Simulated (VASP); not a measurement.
Crystal: SnTe.

```
Te Sn
1.0
     0.00000    3.61115    3.61115
     3.61115    0.00000    3.61115
     3.61115    3.61115    0.00000
Te Sn
1 1
Direct
  0.25000 0.25000 0.25000
  0.00000 0.00000 0.00000
```

Program: VASP 6.6.1. Alike in all runs: task single point; potentials or basis VASP PAW PBE potentials, release 64 (Te, Sn_d); no spin polarisation; cell as given; k mesh 4 × 4 × 4; cutoff (eV) 520.

Task: Order these runs on this cell by their band gap on the k mesh, lowest first.
A. level PBEsol; smearing fermi-dirac 0.03 eV
B. level HSE06; smearing fermi-dirac 0.05 eV; grid for exact exchange (PRECFOCK) Normal; share of exact exchange 0.25; screening parameter 0.2079 1/Å
C. level PBEsol-based global hybrid with 25 % exact exchange; smearing fermi-dirac 0.05 eV; grid for exact exchange (PRECFOCK) Normal; share of exact exchange 0.25

Result: A (0.05 eV), B (0.37 eV), C (0.93 eV).

Caveats: spin-orbit coupling is left out, which moves the levels of the heavy elements; semilocal functionals underestimate gaps, and a narrow one can read as zero (at least some runs).

A k mesh can miss the band edges.
